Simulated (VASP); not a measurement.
Write the native input for VASP 6.6.1 that does the following.

* Task: single point
* Functional: PBE
* Potentials or basis: VASP PAW PBE potentials, release 64 (Si)
* Cutoff: 520 eV
* k mesh: 3 × 3 × 3
* Occupations: fermi-dirac, width 0.04 eV
* Spin: no spin polarisation
* Dipole correction: no
* Further INCAR settings: ALGO = Normal; EDIFF = 1e-06; NBANDS = 11

The structure of Si lies in POSCAR:

```
Si
1.0
    0.0000000000      2.7218511865      2.7218511865
    2.7218511865      0.0000000000      2.7218511865
    2.7218511865      2.7218511865      0.0000000000
Si
2
Direct
    0.5000000000      0.5000000000      0.5000000000
    0.7500000000      0.7500000000      0.7500000000
```

The input as run:

INCAR

```
PREC     = Accurate       # precision mode
ENCUT    = 520            # plane-wave cutoff, eV
EDIFF    = 1E-6           # SCF threshold, eV
ISMEAR   = -1             # smearing method
SIGMA    = 0.04           # smearing width, eV
LREAL    = F              # projectors in reciprocal space
LASPH    = T              # aspherical terms in the spheres
NELM     = 60             # most SCF steps
ALGO     = Normal         # electronic algorithm
ISIF     = 2              # what is computed and relaxed
LWAVE    = F              # write WAVECAR
LCHARG   = T              # write CHGCAR
GGA      = PE             # functional
LELF     = T              # ELF
LVHAR    = T            
NBANDS   = 11             # bands
```

KPOINTS

```
Automatic mesh
0
Gamma
  3 3 3
```

Potentials or basis: VASP PAW PBE potentials, release 64 (Si).

The run is started by

```bash
$ cat potpaw_PBE.64/Si/POTCAR > POTCAR
$ mpirun -np 1 vasp_std > vasp.out
```

It gave:

```json
{
  "Pressure": "3.2 GPa",
  "Band gap on the k mesh": "0.70 eV, indirect (least direct gap 2.52 eV)"
}
```

Caveat: the k points lie up to 0.67 Å⁻¹ apart.

Run time: 2.4 s on 1 thread of Intel(R) Xeon(R) 6975P-C (Granite Rapids) (shared host), peak memory 0.15 GiB.
